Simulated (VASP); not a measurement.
# La4Mg2InGe4: relaxation of the atoms with PBEsol

La4Mg2InGe4:

```xyz
11
Lattice="0.0303 4.3713 0.0440 7.6821 -2.1300 -0.1873 2.2564 -0.0549 -6.7550" Properties=species:S:1:pos:R:3 pbc="T T T"
La    7.4859   -0.0459   -6.5169
La    2.5221    2.1913   -0.4156
La    2.7769    2.1878   -4.2028
La    7.2536   -0.0078   -2.6472
Mg    4.1872   -0.0126   -2.6096
Mg    5.7501    2.1870   -4.3164
In    7.7132    2.2180   -0.1597
Ge    1.7618   -0.0024   -2.3085
Ge    8.1839    2.1638   -4.5385
Ge    4.8847    0.0130   -4.8975
Ge    5.1036    2.2548   -1.9689
```

```
Program                : VASP 6.6.1
Task                   : relaxation of the atoms
Functional             : PBEsol
Potentials or basis    : VASP PAW PBE potentials, release 64 (La, Mg, In_d, Ge_d)
Cutoff                 : 520 eV
k mesh                 : 4 × 3 × 3, shifted
Occupations            : methfessel-paxton, width 0.0324 eV
Spin                   : no spin polarisation
Dipole correction      : no
Further INCAR settings : ALGO = Normal; EDIFF = 1e-06; IBRION = 2; EDIFFG = -0.03; NSW = 60
```

| Property | Result |
| --- | --- |
| Energy gained by relaxing | 118.5 meV/atom |
| Ionic steps | 12 |
| Pressure after relaxing | 16.2 GPa |
| Largest force after relaxing | 0.030 eV/Å |
| Band gap on the k mesh | zero (an odd number of electrons rules out a gap without spin polarisation) |

Forces in eV/Å, atoms in the order of the input:
```
La  -0.006  0.002  0.029
La   0.012 -0.005 -0.017
La  -0.008  0.000 -0.019
La   0.016 -0.006  0.011
Mg  -0.001  0.000 -0.026
Mg   0.001  0.012  0.017
In  -0.004 -0.007  0.002
Ge   0.004  0.007 -0.017
Ge  -0.012 -0.013  0.019
Ge   0.011 -0.008 -0.004
Ge  -0.012  0.019  0.006
```

Stress tensor (GPa, compression positive):
```
16.91 -0.99  1.35
-0.99 15.47 -1.99
 1.35 -1.99 16.21
```

Step by step:
```csv
step,energy change (eV),largest force (eV/Å),pressure (GPa)
1,0.0000,2.8779,17.55
2,-0.8433,1.4958,16.62
3,-1.0701,1.2791,16.61
4,-1.2435,0.4042,16.36
5,-1.2601,0.3371,16.35
6,-1.2850,0.1639,16.27
7,-1.2900,0.1590,16.24
8,-1.2966,0.0981,16.20
9,-1.2987,0.1033,16.19
10,-1.3019,0.0592,16.20
11,-1.3021,0.0798,16.21
12,-1.3034,0.0297,16.19
```

Final structure:
```
La Mg In Ge
1.0
     0.03028    4.37131    0.04397
     7.68211   -2.13001   -0.18735
     2.25641   -0.05494   -6.75496
La Mg In Ge
4 2 1 4
Direct
  0.35019 0.70006 0.92665
  0.64975 0.30183 0.07197
  0.58103 0.16310 0.62967
  0.41901 0.83885 0.36874
  0.21735 0.43513 0.37207
  0.78193 0.56693 0.62626
  0.00036 0.00110 0.99927
  0.05695 0.11636 0.33803
  0.94327 0.88567 0.66063
  0.19108 0.38388 0.76068
  0.80838 0.61816 0.23781
```

Levels at points of the mesh, in eV from the Fermi level:
| k point | band 56 | band 57 | band 58 | band 59 | band 60 | band 61 | band 62 | band 63 |
| --- | --- | --- | --- | --- | --- | --- | --- | --- |
| (0.12, 0.00, 0.17) | -1.19 | -0.97 | -0.48 | -0.20 | 0.12 | 0.62 | 0.91 | 1.13 |

Run time: 34 min on 1 thread of Intel(R) Xeon(R) 6975P-C (Granite Rapids), on a shared host, peak memory 0.57 GiB.

Caveat: the k points lie up to 0.37 Å⁻¹ apart, too coarse for converged energies and pressures of a metal; the PAW data sets were made with another functional, which shifts forces and pressure a little; spin-orbit coupling is left out, which moves the levels of the heavy elements.
